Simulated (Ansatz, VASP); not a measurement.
Two plane-wave programs on Al2Zn

```xyz
3
Lattice="2.6872 0.0000 0.0000 -1.3436 2.3272 0.0000 0.0000 0.0000 7.2530" Properties=species:S:1:pos:R:3 pbc="T T T"
Al    0.0000    1.5514    2.3806
Al    1.3436    0.7757    4.8724
Zn    0.0000    0.0000    0.0000
```

Alike in both runs: task single point; functional LDA; k mesh 18 × 18 × 8; occupations gaussian, width 0.15 eV; no spin polarisation.

```csv
,VASP,Ansatz
version,VASP 6.6.1,Ansatz 0.2.0
potentials or method,"VASP PAW LDA potentials, release 64 (Al, Zn), cutoff 520 eV","scalar-relativistic, plane waves, PAW"
valence electrons in the cell,18,18
```

|  | VASP | Ansatz | Ansatz less VASP |
| --- | --- | --- | --- |
| gap on the k mesh at the Fermi level (eV) | none | none | - |
| pressure (GPa) | 1.5 | 1.2 | -0.30 |
| traceless stress, the component that is largest in VASP (GPa) | -5.50 | -5.44 | +0.061 |
| rms of the force components (eV/Å) | 0.015 | 0.011 | -0.0041 |

LDA's correlation is that of Perdew and Zunger in VASP and of Perdew and Wang (1992) in Ansatz. Atom by atom the forces differ by 0.004 eV/Å (rms over components). A gap of «none» marks a metal or a gap that the smearing closes.
